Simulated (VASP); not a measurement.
# Al (Fm-3m) in VASP: further runs

Al is run at these levels: PBEsol; tasks: electric field gradients.

All numbers are computed with VASP 6.6.1; they aren't measurements. Logs are shortened: lines on timing, memory, paths and dates and some standing lists are left out, and cuts for length are marked.

### 1 The cell of the first run

The structure is cubic, space group Fm-3m (No. 225). The conventional cell has a = 4.034 Å, b = 4.034 Å, c = 4.034 Å, α = 90.00°, β = 90.00°, γ = 90.00°. Within 3.8 Å of Al (site symmetry m-3m) lie 12 Al at 2.85 Å.

### 2 Electric field gradients, PBEsol (volume scaled by 0.99)

INCAR

```
PREC = Accurate
ENCUT = 520
EDIFF = 1E-8
ISMEAR = -1
SIGMA = 0.05
LREAL = F
LASPH = T
NELM = 60
ALGO = Normal
ISIF = 2
LWAVE = F
LCHARG = F
GGA = PS
LEFG = T
NBANDS = 8
```

KPOINTS

```
Automatic mesh
0
Gamma
  14 14 14
```

POSCAR

```
Al
1.0
    0.0000000000      2.0172107856      2.0172107856
    2.0172107856      0.0000000000      2.0172107856
    2.0172107856      2.0172107856      0.0000000000
Al
1
Direct
    0.0000000000      0.0000000000      0.0000000000
```

Potentials or basis: VASP PAW PBE potentials, release 64 (Al).

The run is started by

```bash
cat potpaw_PBE.64/Al/POTCAR > POTCAR
mpirun -np 1 vasp_std > vasp.out
```

OUTCAR:

```text
PREC = Accurate
   ENCUT = 520
   EDIFF = 1E-8
   ISMEAR = -1
   LREAL = F
   LASPH = T
   NELM = 60
   ISIF = 2
   GGA = PS

 ion  position               nearest neighbor table
   1  0.000  0.000  0.000-

  LATTYP: Found a face centered cubic cell.
 ALAT       =     4.0344215712

  Lattice vectors:

 A1 = (   0.0000000000,   2.0172107856,   2.0172107856)
 A2 = (   2.0172107856,   0.0000000000,   2.0172107856)
 A3 = (   2.0172107856,   2.0172107856,   0.0000000000)

Analysis of symmetry for initial positions (statically):
[... 5 lines left out ...]
 face centered cubic supercell.

 Subroutine GETGRP returns: Found 48 space group operations
 (whereof 48 operations were pure point group operations)
 out of a pool of 48 trial point group operations.

The static configuration has the point symmetry O_h .

Analysis of symmetry for dynamics (positions and initial velocities):
[... 5 lines left out ...]
 face centered cubic supercell.

 Subroutine GETGRP returns: Found 48 space group operations
 (whereof 48 operations were pure point group operations)
 out of a pool of 48 trial point group operations.

The dynamic configuration has the point symmetry O_h .

 Subroutine INISYM returns: Found 48 space group operations
 (whereof 48 operations are pure point group operations),
 and found     1 'primitive' translations

----------------------------------------------------------------------------------------

                                     Primitive cell

  volume of cell :      16.4166

  direct lattice vectors                    reciprocal lattice vectors
     0.000000000  2.017210786  2.017210786    -0.247867007  0.247867007  0.247867007
     2.017210786  0.000000000  2.017210786     0.247867007 -0.247867007  0.247867007
     2.017210786  2.017210786  0.000000000     0.247867007  0.247867007 -0.247867007

  length of vectors
     2.852766851  2.852766851  2.852766851     0.429318250  0.429318250  0.429318250

  position of ions in fractional coordinates (direct lattice)
     0.000000000  0.000000000  0.000000000

  ion indices of the primitive-cell ions
   primitive index   ion index
                 1           1

----------------------------------------------------------------------------------------

 KPOINTS: Automatic mesh

Automatic generation of k-mesh.
 Grid dimensions read from file:
 generate k-points for:   14   14   14

 Generating k-lattice:

  Cartesian coordinates                     Fractional coordinates (reciprocal lattice)
    -0.017704786  0.017704786  0.017704786     0.071428571  0.000000000  0.000000000
     0.017704786 -0.017704786  0.017704786     0.000000000  0.071428571  0.000000000
     0.017704786  0.017704786 -0.017704786     0.000000000  0.000000000  0.071428571

  Length of vectors
     0.030665589  0.030665589  0.030665589

  Shift w.r.t. Gamma in fractional coordinates (k-lattice)
     0.000000000  0.000000000  0.000000000

 Subroutine IBZKPT returns following result:
 ===========================================

 Found    104 irreducible k-points:

 Following reciprocal coordinates:
            Coordinates               Weight
  0.000000  0.000000  0.000000      1.000000
  0.071429  0.000000  0.000000      8.000000
  0.142857  0.000000  0.000000      8.000000
  0.214286  0.000000  0.000000      8.000000
  0.285714  0.000000  0.000000      8.000000
  0.357143  0.000000  0.000000      8.000000
[... 16 lines left out ...]
  0.214286  0.142857  0.000000     24.000000
  0.285714  0.142857  0.000000     24.000000
 [... further k-points ...]
   k-points           NKPTS =    104   k-points in BZ     NKDIM =    104   number of bands    NBANDS=      8
   number of dos      NEDOS =    301   number of ions     NIONS =      1
   total plane-waves  NPLWV =  13824
   dimension x,y,z NGX =    24 NGY =   24 NGZ =   24
   dimension x,y,z NGXF=    48 NGYF=   48 NGZF=   48
   ions per type =               1
   NGX,Y,Z   is equivalent  to a cutoff of  13.99, 13.99, 13.99 a.u.
   NGXF,Y,Z  is equivalent  to a cutoff of  27.97, 27.97, 27.97 a.u.
 SYSTEM =  unknown system
   PREC   = accura    normal or accurate (medium, high low for compatibility)
   ISTART =      0    job   : 0-new  1-cont  2-samecut
   ICHARG =      2    charge: 1-file 2-atom 10-const
   ISPIN  =      1    spin polarized calculation?
   LNONCOLLINEAR =      F non collinear calculations
   LSORBIT =      F    spin-orbit coupling
   LASPH  =      T    aspherical Exc in radial PAW
   ENCUT  =  520.0 eV  38.22 Ry    6.18 a.u.   5.30  5.30  5.30*2*pi/ulx,y,z
   NELM   =     60;   NELMIN=  2; NELMDL= -5     # of ELM steps
   EDIFF  = 0.1E-07   stopping-criterion for ELM
   LREAL  =      F    real-space projection
   EDIFFG = 0.1E-06   stopping-criterion for IOM
   NSW    =      0    number of steps for IOM
   IBRION =     -1    ionic relax: 0-MD 1-quasi-New 2-CG
   NFREE  =      0    steps in history (QN), initial steepest desc. (CG)
   ISIF   =      2    stress and relaxation
   ISYM   =      2    0-nonsym 1-usesym 2-fastsym
   POTIM  = 0.5000    time-step for ionic-motion
   TEBEG  =    0.0;   TEEND  =   0.0 temperature during run
   PSTRESS=    0.0 pullay stress
   NELECT =       3.0000    total number of electrons
   NUPDOWN=      -1.0000    fix difference up-down
   EMIN   =  10.00;   EMAX   =-10.00  energy-range for DOS
[... 5 lines left out ...]
     AMIX     =   0.40;   BMIX     =  1.00
     AMIX_MAG =   1.60;   BMIX_MAG =  1.00
  volume/ion in A,a.u.               =      16.42       110.78
  Fermi-wavevector in a.u.,A,eV,Ry     =   0.929011  1.755575 11.742652  0.863061
  Thomas-Fermi vector in A             =   2.055248
   LORBIT       =      0    0 simple, 1 ext, 2 COOP (PROOUT), +10 PAW based schemes
   GGA     = PS    functional components
   LHFCALC =     F    Hartree Fock is set to
   AEXX    =    0.0000 exact exchange contribution
   IVDW    =     0    specifies the selected vdW correction
   LEPSILON=     F    determine dielectric tensor
   LRPA    =     F    only Hartree local field effects (RPA)
 non-spin polarized calculation
  energy-cutoff  :      520.00
  volume of cell :       16.42
 maximum number of plane-waves:       459
 NGX is ok and might be reduce to    24
   NGX = 11   NGY = 11   NGZ = 11

 number of electron       3.0000000 magnetization

 Free energy of the ion-electron system (eV)
  ---------------------------------------------------
  ext. energy  EPLUGINS =         0.00000000
  ---------------------------------------------------
  free energy    TOTEN  =        -4.08581013 eV

  energy without entropy =       -4.08172494  energy(sigma->0) =       -4.08376754

 E-fermi :   7.9695     XC(G=0): -10.2757

 val. band max:        7.9600529411   @ k =  -0.3571   0.4286   0.2143
 cond. band min:       8.0120790663   @ k =   0.5000   0.2857   0.0000
 fundamental gap:      0.0520261253
 Fermi energy:         7.9695180362

 k-point     1 :       0.0000    0.0000    0.0000
  band No.  band energies     occupation
      1      -3.1626      2.00000
      2      20.6250      0.00000
      3      20.6250      0.00000
      4      20.6250      0.00000
      5      22.1543      0.00000
      6      22.1543      0.00000
      7      22.1543      0.00000
      8      24.5229      0.00000

 k-point     2 :       0.0714    0.0000    0.0000
  band No.  band energies     occupation
      1      -3.0234      2.00000
      2      18.4951      0.00000
      3      20.1750      0.00000
      4      20.1750      0.00000
      5      22.7949      0.00000
      6      22.8192      0.00000
      7      22.8192      0.00000
      8      25.9161      0.00000

 k-point     3 :       0.1429    0.0000    0.0000
  band No.  band energies     occupation
      1      -2.6069      2.00000
      2      15.6071      0.00000
      3      19.5451      0.00000
      4      19.5451      0.00000
      5      22.7071      0.00000
      6      23.9440      0.00000
      7      23.9440      0.00000
      8      25.4023      0.00000
[... 210 lines left out ...]
 k-point    23 :       0.2143    0.1429    0.0000
  band No.  band energies     occupation
      1      -1.9155      2.00000
      2      14.9772      0.00000
      3      16.8730      0.00000
      4      18.1044      0.00000
      5      19.9348      0.00000
      6      20.9458      0.00000
      7      26.7927      0.00000
      8      27.0932      0.00000

 k-point    24 :       0.2857    0.1429    0.0000
  band No.  band energies     occupation
      1      -1.1361      2.00000
      2      12.2905      0.00000
      3      16.4473      0.00000
      4      17.9691      0.00000
      5      18.4147      0.00000
      6      22.2983      0.00000
      7      26.2078      0.00000
      8      26.7931      0.00000

 [... further k-points ...]
[... 5 lines left out ...]
  --------------------------------------------------------------------------------------
  -------------------------------------------------------------------------------------
  Total       -0.1335670     -0.1335670     -0.1335670      0.0000000     -0.0000000      0.0000000
  in kB      -13.0354418    -13.0354418    -13.0354418      0.0000000     -0.0000000      0.0000000
  external PRESSURE =     -13.0354418 kB  Pullay stress =       0.0000000 kB

 VOLUME and BASIS-vectors are now :
 -----------------------------------------------------------------------------
  energy-cutoff  :      520.00
  volume of cell :       16.42
      direct lattice vectors                 reciprocal lattice vectors
     0.000000000  2.017210786  2.017210786    -0.247867007  0.247867007  0.247867007
     2.017210786  0.000000000  2.017210786     0.247867007 -0.247867007  0.247867007
     2.017210786  2.017210786  0.000000000     0.247867007  0.247867007 -0.247867007

 POSITION                                       TOTAL-FORCE (eV/Angst)
 -----------------------------------------------------------------------------------
      0.00000      0.00000      0.00000         0.000000     -0.000000      0.000000
 -----------------------------------------------------------------------------------
    total drift:                                0.000000     -0.000000     -0.000000

  FREE ENERGIE OF THE ION-ELECTRON SYSTEM (eV)
  ---------------------------------------------------
  free  energy   TOTEN  =        -4.0858101328 eV

  energy  without entropy=       -4.0817249434  energy(sigma->0) =       -4.08376754

 Electric field gradients (V/A^2)
---------------------------------------------------------------------
 ion       V_xx      V_yy      V_zz      V_xy      V_xz      V_yz
---------------------------------------------------------------------
   1      -0.000    -0.000    -0.000     0.000     0.000     0.000
---------------------------------------------------------------------

 Electric field gradients after diagonalization (V/A^2)
 (convention: |V_zz| > |V_xx| > |V_yy|)
----------------------------------------------------------------------
 ion       V_xx      V_yy      V_zz     asymmetry (V_yy - V_xx)/ V_zz
----------------------------------------------------------------------
   1      -0.000    -0.000     0.000       0.000
----------------------------------------------------------------------

           NMR quadrupolar parameters

 Cq : quadrupolar parameter    Cq=e*Q*V_zz/h
 eta: asymmetry parameters     (V_yy - V_xx)/ V_zz
 Q  : nuclear electric quadrupole moment in mb (millibarn)
----------------------------------------------------------------------
 ion       Cq(MHz)       eta       Q (mb)
----------------------------------------------------------------------
   1       0.000       0.000       1.000
----------------------------------------------------------------------
```

It took 30 s on 1 thread of AMD EPYC 7R13, shared host; peak memory 0.11 GiB.

Results:

```
Free energy : -4.0858 eV
Pressure    : -1.3 GPa
```

Caveat: without QUAD_EFG the Cq values of the log hold for a quadrupole moment of 1 mb, not for the nuclei; the PAW data sets were made with another functional, which shifts forces and pressure a little.

### 3 Electric field gradients, PBEsol (volume scaled by 0.99)

INCAR

```
SYSTEM = Al
PREC = Accurate
ENCUT = 520
EDIFF = 1E-8
ISMEAR = -1
SIGMA = 0.05
LREAL = .False.
LASPH = .True.
NELM = 80
ALGO = Normal
ISIF = 2
LWAVE = .False.
LCHARG = .False.
GGA = PS
LEFG = .True.
NBANDS = 8
```

KPOINTS

```
Automatic mesh
0
Gamma
  14 14 14
  0 0 0
```

POSCAR is that of step 2.

Potentials or basis: VASP PAW PBE potentials, release 64 (Al).

The run is started by

```bash
cat potpaw_PBE.64/Al/POTCAR > POTCAR
mpirun -np 1 vasp_std > vasp.out
```

OUTCAR:

```text
SYSTEM = Al
   PREC = Accurate
   ENCUT = 520
   EDIFF = 1E-8
   ISMEAR = -1
   LREAL = .False.
   LASPH = .True.
   NELM = 80
   ISIF = 2
   GGA = PS

 ion  position               nearest neighbor table
   1  0.000  0.000  0.000-

  LATTYP: Found a face centered cubic cell.
 ALAT       =     4.0344215712

  Lattice vectors:

 A1 = (   0.0000000000,   2.0172107856,   2.0172107856)
 A2 = (   2.0172107856,   0.0000000000,   2.0172107856)
 A3 = (   2.0172107856,   2.0172107856,   0.0000000000)

Analysis of symmetry for initial positions (statically):
[... 5 lines left out ...]
 face centered cubic supercell.

 Subroutine GETGRP returns: Found 48 space group operations
 (whereof 48 operations were pure point group operations)
 out of a pool of 48 trial point group operations.

The static configuration has the point symmetry O_h .

Analysis of symmetry for dynamics (positions and initial velocities):
[... 438 lines left out ...]
  external PRESSURE =     -13.0354418 kB  Pullay stress =       0.0000000 kB

 VOLUME and BASIS-vectors are now :
 -----------------------------------------------------------------------------
  energy-cutoff  :      520.00
  volume of cell :       16.42
      direct lattice vectors                 reciprocal lattice vectors
     0.000000000  2.017210786  2.017210786    -0.247867007  0.247867007  0.247867007
     2.017210786  0.000000000  2.017210786     0.247867007 -0.247867007  0.247867007
     2.017210786  2.017210786  0.000000000     0.247867007  0.247867007 -0.247867007

 POSITION                                       TOTAL-FORCE (eV/Angst)
 -----------------------------------------------------------------------------------
      0.00000      0.00000      0.00000         0.000000     -0.000000      0.000000
 -----------------------------------------------------------------------------------
    total drift:                                0.000000     -0.000000     -0.000000

  FREE ENERGIE OF THE ION-ELECTRON SYSTEM (eV)
  ---------------------------------------------------
  free  energy   TOTEN  =        -4.0858101328 eV

  energy  without entropy=       -4.0817249434  energy(sigma->0) =       -4.08376754

 Electric field gradients (V/A^2)
---------------------------------------------------------------------
 ion       V_xx      V_yy      V_zz      V_xy      V_xz      V_yz
---------------------------------------------------------------------
   1      -0.000    -0.000    -0.000     0.000     0.000     0.000
---------------------------------------------------------------------

 Electric field gradients after diagonalization (V/A^2)
 (convention: |V_zz| > |V_xx| > |V_yy|)
----------------------------------------------------------------------
 ion       V_xx      V_yy      V_zz     asymmetry (V_yy - V_xx)/ V_zz
----------------------------------------------------------------------
   1      -0.000    -0.000     0.000       0.000
----------------------------------------------------------------------

           NMR quadrupolar parameters

 Cq : quadrupolar parameter    Cq=e*Q*V_zz/h
 eta: asymmetry parameters     (V_yy - V_xx)/ V_zz
 Q  : nuclear electric quadrupole moment in mb (millibarn)
----------------------------------------------------------------------
 ion       Cq(MHz)       eta       Q (mb)
----------------------------------------------------------------------
   1       0.000       0.000       1.000
----------------------------------------------------------------------
```

Run time: 31 s. Hardware: 1 thread of AMD EPYC 7R13, shared host; peak memory 0.11 GiB.

Results:

* Free energy: -4.0858 eV
* Pressure: -1.3 GPa

Caveat: without QUAD_EFG the Cq values of the log hold for a quadrupole moment of 1 mb, not for the nuclei; the PAW data sets were made with another functional, which shifts forces and pressure a little.
